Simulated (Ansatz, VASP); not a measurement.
One calculation of MgZn2Te3, two programs

The input POSCAR:

```
MgZn2Te3
1.0
    4.4395243936      0.0000000000      0.0000000000
   -2.2197621968      3.8447409056      0.0000000000
    0.0000000000      0.0000000000     10.9405494000
Mg Zn Te
1 2 3
Direct
    0.3333333333      0.6666666667      0.3346200000
    0.0000000000      0.0000000000      0.9946010000
    0.6666666667      0.3333333333      0.6721320000
    0.0000000000      0.0000000000      0.2394670000
    0.6666666667      0.3333333333      0.9165510000
    0.3333333333      0.6666666667      0.5926290000
```

File INCAR.step1:

```
ALGO = Normal
EDIFF = 1E-4
ENCUT = 520
GGA = PE
ISMEAR = 0
LASPH = T
LCHARG = F
LREAL = F
LWAVE = T
NBANDS = 31
NELM = 100
PREC = Accurate
SIGMA = 0.02
```

INCAR.step2

```
ALGO = Normal
EDIFF = 1E-6
ENCUT = 520
ISIF = 2
ISMEAR = 0
ISTART = 1
LASPH = T
LCHARG = F
LMIXTAU = T
LREAL = F
LWAVE = F
METAGGA = R2SCAN
NBANDS = 31
NELM = 100
PREC = Accurate
SIGMA = 0.02
```

Contents of KPOINTS:

```
k-points
0
Gamma
  6 6 4
```

Input for Ansatz:

```yaml
crystal:
  lattice:
    - [4.4395243936, 0.0, 0.0]
    - [-2.2197621968, 3.8447409056, 0.0]
    - [0.0, 0.0, 10.9405494]
  atoms:
    - { symbol: Mg, position: [0.3333333333, 0.6666666667, 0.33462] }
    - { symbol: Zn, position: [0.0, 0.0, 0.994601] }
    - { symbol: Zn, position: [0.6666666667, 0.3333333333, 0.672132] }
    - { symbol: Te, position: [0.0, 0.0, 0.239467] }
    - { symbol: Te, position: [0.6666666667, 0.3333333333, 0.916551] }
    - { symbol: Te, position: [0.3333333333, 0.6666666667, 0.592629] }
basis:
  ecutwfc: 500
kpoints:
  mp_grid: { grid: [6, 6, 4] }
  band_path:
    path:
      - [[0.0, 0.0, 0.0], [0.5, 0.0, 0.0], [0.33333333, 0.33333333, 0.0], [0.0, 0.0, 0.0], [0.0, 0.0, 0.5], [0.5, 0.0, 0.5], [0.33333333, 0.33333333, 0.5], [0.0, 0.0, 0.5]]
      - [[0.5, 0.0, 0.5], [0.5, 0.0, 0.0]]
      - [[0.33333333, 0.33333333, 0.5], [0.33333333, 0.33333333, 0.0]]
    npoints: 14
hamiltonian:
  xc: r2scan
scf:
  occupations: { method: gaussian, width: 0.02 }
  n_extra_bands: 15
output:
  forces: true
  stress: true
  eigenvalues: true
  populations: true
  dos: { projected: true, de: 0.02, nscf_kmesh: { grid: [9, 9, 6] } }
  bader: true
  write_density: true
  write_potential: true
  elf: true
  volumetric_format: npy
```

Alike in both runs: task single point; functional r2SCAN; k mesh 6 × 6 × 4; occupations gaussian, width 0.02 eV; no spin polarisation.

|  | VASP | Ansatz |
| --- | --- | --- |
| version | VASP 6.6.1 | Ansatz 0.2.0 |
| potentials or method | VASP PAW PBE potentials, release 64 (Mg, Zn, Te), cutoff 520 eV | scalar-relativistic, plane waves, PAW |
| valence electrons in the cell | 44 | 82 |

Ansatz gave:

* gap on the k mesh at the Fermi level (eV): 1.76
* least direct gap on the mesh (eV): 1.76
* pressure (GPa): -1.2
* rms of the force components (eV/Å): 0.016

Problem. Estimate VASP's values.

Solution. gap on the k mesh at the Fermi level (eV): 1.75; least direct gap on the mesh (eV): 1.75; pressure (GPa): -1.2; rms of the force components (eV/Å): 0.012.

VASP's potentials were made for PBE, not for r2SCAN. Atom by atom the forces differ by 0.007 eV/Å (rms over components). With one functional, cell and mesh, what is left measures potentials, basis and numerics. VASP's potentials hold 44 valence electrons a cell and Ansatz's 82, so a difference there can come from the potentials and not from the codes.

Spin-orbit coupling is off throughout.
